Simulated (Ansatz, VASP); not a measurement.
## Two plane-wave programs on Cu

```
Cu
1.0
    11.17096    0.00000    0.00000
     0.00000    2.16097    0.00000
    -4.43703    0.00000   20.99301
Cu
1
Direct
  0.50000 0.50000 0.50000
```

Alike in both runs: task single point; functional r2SCAN; k mesh 3 × 13 × 2; no spin polarisation.

```csv
,VASP,Ansatz
version,VASP 6.6.1,Ansatz 0.2.0
potentials or method,"VASP PAW PBE potentials, release 64 (Cu), cutoff 520 eV","plane waves, PAW"
occupations,"methfessel-paxton of order 1, width 0.1 eV","cold, width 0.1 eV"
valence electrons in the cell,11,19
```

|  | VASP | Ansatz | Ansatz less VASP |
| --- | --- | --- | --- |
| pressure (GPa) | 0.2 | 0.2 | -0.01 |
| traceless stress, the component that is largest in VASP (GPa) | 0.35 | 0.33 | -0.024 |

VASP's potentials were made for PBE, not for r2SCAN. VASP's potentials hold 11 valence electrons a cell and Ansatz's 19, so a difference there can come from the potentials and not from the codes.
